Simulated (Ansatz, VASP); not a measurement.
## One calculation of LiTaO2, two programs

```
CELL_PARAMETERS angstrom
3.61937 -4.45029 0.00000
3.61937 4.45029 0.00000
0.00000 0.00000 3.04854
ATOMIC_POSITIONS crystal
Li 0.00000 0.00000 0.00000
Ta 0.50000 0.50000 0.00000
O 0.75538 0.75538 0.00000
O 0.24462 0.24462 0.00000
```

Alike in both runs: functional PBE; k mesh 8 × 8 × 16; occupations gaussian, width 0.1 eV; no spin polarisation.

Ansatz relaxed the structure, and its values are those at the end. VASP's run is a single point on that final structure, the one shown.

|  | VASP | Ansatz |
| --- | --- | --- |
| version | VASP 6.6.1 | Ansatz 0.2.0 |
| potentials or method | VASP PAW PBE potentials, release 64 (Li_sv, Ta_pv, O), cutoff 520 eV | scalar-relativistic, plane waves, PAW |
| valence electrons in the cell | 26 | 28 |

|  | VASP | Ansatz | Ansatz less VASP |
| --- | --- | --- | --- |
| gap on the k mesh at the Fermi level (eV) | none | none | - |
| rms of the force components (eV/Å) | 0.060 | 0.000 | -0.0600 |

A gap of «none» marks a metal or a gap that the smearing closes. VASP's potentials hold 26 valence electrons a cell and Ansatz's 28, so a difference there can come from the potentials and not from the codes.

Spin-orbit coupling is off throughout. Noted on VASP's run: the cutoff is short for stress, so the pressure is rough.
